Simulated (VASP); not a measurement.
# YHSe (P-6m2) in VASP: a series of runs

Runs on YHSe. Level: LDA. Tasks: single point.

All numbers are computed with VASP 6.6.1; they aren't measurements. Logs are shortened: lines on timing, memory, paths and dates and some standing lists are left out, and cuts for length are marked.

**1. The cell of the first run**

It takes space group P-6m2 (No. 187, hexagonal). The conventional cell has a = 3.515 Å, b = 3.515 Å, c = 3.568 Å, α = 90.00°, β = 90.00°, γ = 120.00°. Y (site symmetry -6m2) has 3 H at 2.03 Å and 6 Se at 2.70 Å within 2.8 Å. H (site symmetry -6m2) has 3 Y at 2.03 Å and 6 Se at 2.70 Å within 2.8 Å. Within 3.6 Å of Se (site symmetry -6m2) lie 6 Y at 2.70 Å and 6 H at 2.70 Å and 8 Se at 3.52 to 3.57 Å.

**2. Single point, LDA**

INCAR

```
SYSTEM = YHSe
ALGO     = Normal         ! electronic algorithm
EDIFF    = 1E-6           ! SCF threshold, eV
ENCUT    = 500            ! plane-wave cutoff, eV
GGA_COMPAT= .False.      
ISIF     = 2              ! what is computed and relaxed
ISMEAR   = 0              ! smearing method
LASPH    = .True.         ! aspherical terms in the spheres
LCHARG   = .False.        ! write CHGCAR
LREAL    = .False.        ! projectors in reciprocal space
LWAVE    = .False.        ! write WAVECAR
NBANDS   = 16             ! bands
NELM     = 120            ! most SCF steps
PREC     = Accurate       ! precision mode
SIGMA    = 0.01           ! smearing width, eV
```

KPOINTS

```
k-points
0
Gamma
  9 9 8
  0 0 0
```

POSCAR

```
YHSe
1.0
    3.5150236195      0.0000000000      0.0000000000
   -1.7575118097      3.0440997494      0.0000000000
    0.0000000000      0.0000000000      3.5684302930
Y H Se
1 1 1
Direct
    0.0000000000      0.0000000000      0.0000000000
    0.3333333333      0.6666666667      0.0000000000
    0.6666666667      0.3333333333      0.5000000000
```

Potentials or basis: VASP PAW LDA potentials, release 64 (Y_sv, H, Se).

On the command line:

```sh
$ cat potpaw_LDA.64/Y_sv/POTCAR potpaw_LDA.64/H/POTCAR potpaw_LDA.64/Se/POTCAR > POTCAR
$ mpirun -np 1 vasp_std > vasp.out
```

OUTCAR:

```text
SYSTEM = YHSe
   EDIFF = 1E-6
   ENCUT = 500
   ISIF = 2
   ISMEAR = 0
   LASPH = .True.
   LREAL = .False.
   NELM = 120
   PREC = Accurate

 ion  position               nearest neighbor table
   1  0.000  0.000  0.000-   2 2.03   2 2.03   2 2.03   3 2.70   3 2.70   3 2.70   3 2.70   3 2.70
                             3 2.70
   2  0.333  0.667  0.000-   1 2.03   1 2.03   1 2.03
   3  0.667  0.333  0.500-   1 2.70   1 2.70   1 2.70   1 2.70   1 2.70   1 2.70

  LATTYP: Found a hexagonal cell.
 ALAT       =     3.5150236195
 C/A-ratio  =     1.0151938306

  Lattice vectors:

 A1 = (   3.5150236195,   0.0000000000,   0.0000000000)
 A2 = (  -1.7575118097,   3.0440997494,   0.0000000000)
 A3 = (   0.0000000000,   0.0000000000,   3.5684302930)

Analysis of symmetry for initial positions (statically):
=====================================================================
 Subroutine PRICEL returns:
 Original cell was already a primitive cell.

 Routine SETGRP: Setting up the symmetry group for a
 hexagonal supercell.

 Subroutine GETGRP returns: Found 12 space group operations
 (whereof 12 operations were pure point group operations)
 out of a pool of 24 trial point group operations.

The static configuration has the point symmetry D_3h.

Analysis of symmetry for dynamics (positions and initial velocities):
=====================================================================
 Subroutine PRICEL returns:
 Original cell was already a primitive cell.

 Routine SETGRP: Setting up the symmetry group for a
 hexagonal supercell.

 Subroutine GETGRP returns: Found 12 space group operations
 (whereof 12 operations were pure point group operations)
 out of a pool of 24 trial point group operations.

The dynamic configuration has the point symmetry D_3h.

 Subroutine INISYM returns: Found 12 space group operations
 (whereof 12 operations are pure point group operations),
 and found     1 'primitive' translations

----------------------------------------------------------------------------------------

                                     Primitive cell

  volume of cell :      38.1825

  direct lattice vectors                    reciprocal lattice vectors
     3.515023619  0.000000000  0.000000000     0.284493110  0.164252173  0.000000000
    -1.757511810  3.044099749  0.000000000     0.000000000  0.328504347  0.000000000
     0.000000000  0.000000000  3.568430293     0.000000000  0.000000000  0.280235263

  length of vectors
     3.515023619  3.515023619  3.568430293     0.328504347  0.328504347  0.280235263

  position of ions in fractional coordinates (direct lattice)
     0.000000000  0.000000000  0.000000000
     0.333333333  0.666666667  0.000000000
     0.666666667  0.333333333  0.500000000

  ion indices of the primitive-cell ions
   primitive index   ion index
                 1           1
                 2           2
                 3           3

----------------------------------------------------------------------------------------

 KPOINTS: k-points

Automatic generation of k-mesh.
 Grid dimensions read from file:
 generate k-points for:    9    9    8

 Generating k-lattice:

  Cartesian coordinates                     Fractional coordinates (reciprocal lattice)
     0.031610346  0.018250241  0.000000000     0.111111111  0.000000000  0.000000000
     0.000000000  0.036500483  0.000000000     0.000000000  0.111111111  0.000000000
     0.000000000  0.000000000  0.035029408     0.000000000  0.000000000  0.125000000

  Length of vectors
     0.036500483  0.036500483  0.035029408

  Shift w.r.t. Gamma in fractional coordinates (k-lattice)
     0.000000000  0.000000000  0.000000000

 Subroutine IBZKPT returns following result:
 ===========================================

 Found     60 irreducible k-points:

 Following reciprocal coordinates:
            Coordinates               Weight
  0.000000  0.000000  0.000000      1.000000
  0.111111  0.000000  0.000000      6.000000
  0.222222 -0.000000  0.000000      6.000000
  0.333333  0.000000  0.000000      6.000000
  0.444444 -0.000000  0.000000      6.000000
  0.111111  0.111111  0.000000      6.000000
[... 16 lines left out ...]
  0.333333  0.222222  0.125000     24.000000
  0.333333  0.333333  0.125000      4.000000
 [... further k-points ...]
   k-points           NKPTS =     60   k-points in BZ     NKDIM =     60   number of bands    NBANDS=     16
   number of dos      NEDOS =    301   number of ions     NIONS =      3
   total plane-waves  NPLWV =  21952
   dimension x,y,z NGX =    28 NGY =   28 NGZ =   28
   dimension x,y,z NGXF=    56 NGYF=   56 NGZF=   56
   ions per type =               1   1   1
   NGX,Y,Z   is equivalent  to a cutoff of  13.24, 13.24, 13.04 a.u.
   NGXF,Y,Z  is equivalent  to a cutoff of  26.49, 26.49, 26.09 a.u.
 SYSTEM =  YHSe
   PREC   = accura    normal or accurate (medium, high low for compatibility)
   ISTART =      0    job   : 0-new  1-cont  2-samecut
   ICHARG =      2    charge: 1-file 2-atom 10-const
   ISPIN  =      1    spin polarized calculation?
   LNONCOLLINEAR =      F non collinear calculations
   LSORBIT =      F    spin-orbit coupling
   LASPH  =      T    aspherical Exc in radial PAW
   ENCUT  =  500.0 eV  36.75 Ry    6.06 a.u.   6.41  6.41  6.51*2*pi/ulx,y,z
   NELM   =    120;   NELMIN=  2; NELMDL= -5     # of ELM steps
   EDIFF  = 0.1E-05   stopping-criterion for ELM
   LREAL  =      F    real-space projection
   EDIFFG = 0.1E-04   stopping-criterion for IOM
   NSW    =      0    number of steps for IOM
   IBRION =     -1    ionic relax: 0-MD 1-quasi-New 2-CG
   NFREE  =      0    steps in history (QN), initial steepest desc. (CG)
   ISIF   =      2    stress and relaxation
   ISYM   =      2    0-nonsym 1-usesym 2-fastsym
   POTIM  = 0.5000    time-step for ionic-motion
   TEBEG  =    0.0;   TEEND  =   0.0 temperature during run
   PSTRESS=    0.0 pullay stress
   NELECT =      18.0000    total number of electrons
   NUPDOWN=      -1.0000    fix difference up-down
   EMIN   =  10.00;   EMAX   =-10.00  energy-range for DOS
   EFERMI =   0.00;   METHOD = LEGACY
   ISMEAR =     0;   SIGMA  =   0.01  broadening in eV -4-tet -1-fermi 0-gaus
   EFERMI_NEDOS =   21; number of points for ismear=-14 and -15
   IALGO  =     38    algorithm
   IMIX   =      4    mixing-type and parameters
     AMIX     =   0.40;   BMIX     =  1.00
     AMIX_MAG =   1.60;   BMIX_MAG =  1.00
  volume/ion in A,a.u.               =      12.73        85.89
  Fermi-wavevector in a.u.,A,eV,Ry     =   1.274122  2.407741 22.087506  1.623386
  Thomas-Fermi vector in A             =   2.406907
   LORBIT       =      0    0 simple, 1 ext, 2 COOP (PROOUT), +10 PAW based schemes
   GGA     = CA    functional components
   LHFCALC =     F    Hartree Fock is set to
   AEXX    =    0.0000 exact exchange contribution
   IVDW    =     0    specifies the selected vdW correction
   LEPSILON=     F    determine dielectric tensor
   LRPA    =     F    only Hartree local field effects (RPA)
 non-spin polarized calculation
 Gauss-broadening in eV      SIGMA  =   0.01
  energy-cutoff  :      500.00
  volume of cell :       38.18
 maximum number of plane-waves:       987
 NGX is ok and might be reduce to    28
   NGX = 13   NGY = 13   NGZ = 13

 number of electron      18.0000000 magnetization

 Free energy of the ion-electron system (eV)
  ---------------------------------------------------
  ext. energy  EPLUGINS =         0.00000000
  ---------------------------------------------------
  free energy    TOTEN  =       -18.60981849 eV

  energy without entropy =      -18.60981849  energy(sigma->0) =      -18.60981849

 E-fermi :   6.4028     XC(G=0): -11.7447

 val. band max:        6.2981369196   @ k =   0.0000   0.0000   0.5000
 cond. band min:       7.5823098975   @ k =   0.0000   0.0000   0.0000
 fundamental gap:      1.2841729779
 Fermi energy:         6.4028411202

 k-point     1 :       0.0000    0.0000    0.0000
  band No.  band energies     occupation
      1     -34.8029      2.00000
      2     -15.0380      2.00000
      3     -14.8304      2.00000
      4     -14.8304      2.00000
      5      -8.2160      2.00000
      6       2.1186      2.00000
[... 8 lines left out ...]
     15      15.0296      0.00000
     16      16.3748      0.00000

 k-point     2 :       0.1111    0.0000    0.0000
  band No.  band energies     occupation
      1     -34.7932      2.00000
      2     -15.0218      2.00000
      3     -14.9614      2.00000
      4     -14.8517      2.00000
      5      -8.0105      2.00000
      6       1.9461      2.00000
[... 8 lines left out ...]
     15      15.1534      0.00000
     16      16.8222      0.00000

 k-point     3 :       0.2222   -0.0000    0.0000
  band No.  band energies     occupation
      1     -34.7685      2.00000
      2     -15.2684      2.00000
      3     -14.9807      2.00000
      4     -14.9049      2.00000
      5      -7.4964      2.00000
      6       1.1986      2.00000
[... 8 lines left out ...]
     15      14.9530      0.00000
     16      17.2920      0.00000

 k-point     4 :       0.3333    0.0000    0.0000
  band No.  band energies     occupation
      1     -34.7401      2.00000
      2     -15.5840      2.00000
      3     -14.9644      2.00000
      4     -14.9333      2.00000
      5      -6.9052      2.00000
      6       0.3705      2.00000
[... 8 lines left out ...]
     15      15.3003      0.00000
     16      17.3567      0.00000
[... 324 lines left out ...]
 k-point    22 :       0.2222    0.2222    0.1250
  band No.  band energies     occupation
      1     -34.7229      2.00000
      2     -15.5660      2.00000
      3     -15.1220      2.00000
      4     -14.9897      2.00000
      5      -6.6167      2.00000
      6       0.5676      2.00000
[... 8 lines left out ...]
     15      15.3452      0.00000
     16      17.4962      0.00000

 k-point    23 :       0.3333    0.2222    0.1250
  band No.  band energies     occupation
      1     -34.7088      2.00000
      2     -15.6233      2.00000
      3     -15.2452      2.00000
      4     -14.9606      2.00000
      5      -6.3529      2.00000
      6       0.5354      2.00000
[... 8 lines left out ...]
     15      16.1068      0.00000
     16      17.4212      0.00000

 k-point    24 :       0.3333    0.3333    0.1250
  band No.  band energies     occupation
      1     -34.7038      2.00000
      2     -15.5080      2.00000
      3     -15.4298      2.00000
      4     -14.9504      2.00000
      5      -6.2569      2.00000
      6       0.9842      2.00000
[... 8 lines left out ...]
     15      16.0720      0.00000
     16      16.8328      0.00000

 [... further k-points ...]

------------------------ aborting loop because EDIFF is reached ----------------------------------------

  FORCE on cell =-STRESS in cart. coord.  units (eV):
  Direction    XX          YY          ZZ          XY          YZ          ZX
  --------------------------------------------------------------------------------------
  -------------------------------------------------------------------------------------
  Total        7.1927655      7.1927655      7.2106215      0.0000000     -0.0000000      0.0000000
  in kB      301.8159170    301.8159170    302.5651712      0.0000000     -0.0000000      0.0000000
  external PRESSURE =     302.0656684 kB  Pullay stress =       0.0000000 kB

 VOLUME and BASIS-vectors are now :
 -----------------------------------------------------------------------------
  energy-cutoff  :      500.00
  volume of cell :       38.18
      direct lattice vectors                 reciprocal lattice vectors
     3.515023619  0.000000000  0.000000000     0.284493110  0.164252173  0.000000000
    -1.757511810  3.044099749  0.000000000     0.000000000  0.328504347  0.000000000
     0.000000000  0.000000000  3.568430293     0.000000000  0.000000000  0.280235263

 POSITION                                       TOTAL-FORCE (eV/Angst)
 -----------------------------------------------------------------------------------
      0.00000      0.00000      0.00000         0.000000      0.000000      0.000000
     -0.00000      2.02940      0.00000         0.000000     -0.000000      0.000000
      1.75751      1.01470      1.78422        -0.000000     -0.000000      0.000000
 -----------------------------------------------------------------------------------
    total drift:                               -0.000000      0.000000      0.000000

  FREE ENERGIE OF THE ION-ELECTRON SYSTEM (eV)
  ---------------------------------------------------
  free  energy   TOTEN  =       -18.6098184911 eV

  energy  without entropy=      -18.6098184911  energy(sigma->0) =      -18.60981849
```

Run time: 17 s. Hardware: 1 thread of Intel Xeon 6975P-C (Granite Rapids), shared host; peak memory 0.18 GiB.

What came out:

- Free energy: -18.6098 eV
- Pressure: 30.2 GPa
- Band gap on the k mesh: 1.28 eV (least direct gap 1.54 eV)

Caveat: the cell stands under pressure; an odd mesh through Γ misses points on the zone boundary, where band edges can lie.

**3. Single point, LDA**

This run uses another cell than the first one, of 13.41 Å³/atom.

INCAR

```
ALGO = Normal
EDIFF = 1E-6
ENCUT = 500
GGA = CA
GGA_COMPAT = False
ISIF = 2
ISMEAR = 0
LASPH = True
LCHARG = False
LREAL = False
LWAVE = False
NBANDS = 16
NELM = 120
PREC = Accurate
SIGMA = 0.01
```

KPOINTS

```
k-points
0
Gamma
  9 9 8
```

POSCAR

```
YHSe
1.0
    3.5781903368      0.0000000000      0.0000000000
   -1.7890951684      3.0988037313      0.0000000000
    0.0000000000      0.0000000000      3.6288514209
Y H Se
1 1 1
Direct
    0.0000000000      0.0000000000      0.0000000000
    0.3333333333      0.6666666667      0.0000000000
    0.6666666667      0.3333333333      0.5000000000
```

Potentials or basis: VASP PAW LDA potentials, release 64 (Y_sv, H, Se).

On the command line:

```sh
$ cat potpaw_LDA.64/Y_sv/POTCAR potpaw_LDA.64/H/POTCAR potpaw_LDA.64/Se/POTCAR > POTCAR
$ mpirun -np 1 vasp_std > vasp.out
```

Wall time 16 s (1 thread of Intel Xeon 6975P-C (Granite Rapids), shared host); peak memory 0.18 GiB.

It converged, with:

```yaml
Free_energy: -18.9311 eV
Pressure: 20.2 GPa
Band_gap_on_the_k_mesh: 1.29 eV (least direct gap 1.58 eV)
```

Levels at points of the mesh, in eV from the valence-band top:
```csv
k point,band 6,band 7,band 8,band 9,band 10,band 11,band 12,band 13
"(0.00, 0.00, 0.00)",-4.04,-2.01,-2.01,-1.68,1.29,4.45,4.45,4.51
"(0.00, 0.00, 0.50)",-7.33,-1.43,-1.43,0.00,1.58,1.58,3.89,3.89
```

Caveat: the cell stands under pressure; an odd mesh through Γ misses points on the zone boundary, where band edges can lie.

**4. Single point, LDA**

This run uses another cell than the first one, of 14.11 Å³/atom.

INCAR

```
PREC = Accurate
ENCUT = 500
EDIFF = 1E-6
ISMEAR = 0
SIGMA = 0.01
LREAL = False
LASPH = True
NELM = 120
ALGO = Normal
ISIF = 2
LWAVE = False
LCHARG = True
LELF = True
LVHAR = True
NBANDS = 16
GGA_COMPAT = False
```

KPOINTS

```
Automatic mesh
0
Gamma
  9 9 8
```

POSCAR

```
YHSe
1.0
    3.6395425722      0.0000000000      0.0000000000
   -1.8197712861      3.1519363257      0.0000000000
    0.0000000000      0.0000000000      3.6890531582
Y H Se
1 1 1
Direct
    0.0000000000      0.0000000000      0.0000000000
    0.3333333333      0.6666666667      0.0000000000
    0.6666666667      0.3333333333      0.5000000000
```

On the command line:

```sh
$ cat potpaw_LDA.64/Y_sv/POTCAR potpaw_LDA.64/H/POTCAR potpaw_LDA.64/Se/POTCAR > POTCAR
$ mpirun -np 1 vasp_std > vasp.out
```

Wall time 17 s (1 thread of Intel Xeon 6975P-C (Granite Rapids), shared host); peak memory 0.18 GiB.

The run converged. Its results:

* Free energy: -19.1397 eV
* Pressure: 12.1 GPa
* Band gap on the k mesh: 1.30 eV (least direct gap 1.62 eV)

Levels at points of the mesh, in eV from the valence-band top:
| k point | band 6 | band 7 | band 8 | band 9 | band 10 | band 11 | band 12 | band 13 |
| --- | --- | --- | --- | --- | --- | --- | --- | --- |
| (0.00, 0.00, 0.00) | -3.91 | -1.92 | -1.92 | -1.70 | 1.30 | 4.27 | 4.27 | 4.37 |
| (0.00, 0.00, 0.50) | -7.09 | -1.38 | -1.38 | 0.00 | 1.62 | 1.62 | 3.83 | 3.83 |

Caveat: the cell stands under pressure; an odd mesh through Γ misses points on the zone boundary, where band edges can lie.

**5. Single point, LDA**

This run uses another cell than the first one, of 15.01 Å³/atom.

INCAR

```
SYSTEM = YHSe
PREC     = Accurate       ! precision mode
ENCUT    = 500            ! plane-wave cutoff, eV
EDIFF    = 1E-6           ! SCF threshold, eV
ISMEAR   = 0              ! smearing method
SIGMA    = 0.01           ! smearing width, eV
LREAL    = .False.        ! projectors in reciprocal space
LASPH    = .True.         ! aspherical terms in the spheres
NELM     = 120            ! most SCF steps
ALGO     = Normal         ! electronic algorithm
ISIF     = 2              ! what is computed and relaxed
LWAVE    = .False.        ! write WAVECAR
LCHARG   = .False.        ! write CHGCAR
NBANDS   = 16             ! bands
GGA_COMPAT= .False.
```

KPOINTS

```
regular mesh
0
Gamma
  9 9 8
  0 0 0
```

POSCAR

```
YHSe
1.0
    3.7163448990      0.0000000000      0.0000000000
   -1.8581724495      3.2184490918      0.0000000000
    0.0000000000      0.0000000000      3.7660173738
Y H Se
1 1 1
Direct
    0.0000000000      0.0000000000      0.0000000000
    0.3333333333      0.6666666667      0.0000000000
    0.6666666667      0.3333333333      0.5000000000
```

On the command line:

```sh
$ cat potpaw_LDA.64/Y_sv/POTCAR potpaw_LDA.64/H/POTCAR potpaw_LDA.64/Se/POTCAR > POTCAR
$ mpirun -np 1 vasp_std > vasp.out
```

It took 16 s on 1 thread of Intel Xeon 6975P-C (Granite Rapids), shared host; peak memory 0.18 GiB.

Results (log left out):

```
Free energy            : -19.2754 eV
Pressure               : 4.1 GPa
Band gap on the k mesh : 1.30 eV (least direct gap 1.66 eV)
```

Levels at points of the mesh, in eV from the valence-band top:
| k point | band 7 | band 8 | band 9 | band 10 | band 11 | band 12 |
| --- | --- | --- | --- | --- | --- | --- |
| (0.00, 0.00, 0.00) | -1.81 | -1.81 | -1.70 | 1.30 | 4.06 | 4.06 |
| (0.00, 0.00, 0.50) | -1.31 | -1.31 | 0.00 | 1.66 | 1.66 | 3.76 |

Caveat: the cell stands under pressure; an odd mesh through Γ misses points on the zone boundary, where band edges can lie.

**6. The runs side by side**

| cell | gap on the mesh (eV) | pressure (GPa) |
| --- | --- | --- |
| a = 3.515, b = 3.515, c = 3.568 Å, angles 90.0, 90.0, 120.0°, 3 atoms | 1.28 | 30.2 |
| a = 3.578, b = 3.578, c = 3.629 Å, angles 90.0, 90.0, 120.0°, 3 atoms | 1.29 | 20.2 |
| a = 3.640, b = 3.640, c = 3.689 Å, angles 90.0, 90.0, 120.0°, 3 atoms | 1.30 | 12.1 |
| a = 3.716, b = 3.716, c = 3.766 Å, angles 90.0, 90.0, 120.0°, 3 atoms | 1.30 | 4.1 |

Alike in all rows: task single point; level LDA; potentials or basis VASP PAW LDA potentials, release 64 (Y_sv, H, Se); no spin polarisation; k mesh 9 × 9 × 8; cutoff (eV) 500; smearing gaussian 0.01 eV.

Caveats: the cell stands under pressure; an odd mesh through Γ misses points on the zone boundary, where band edges can lie.

Absolute energies hang on the potentials; compare differences alone.
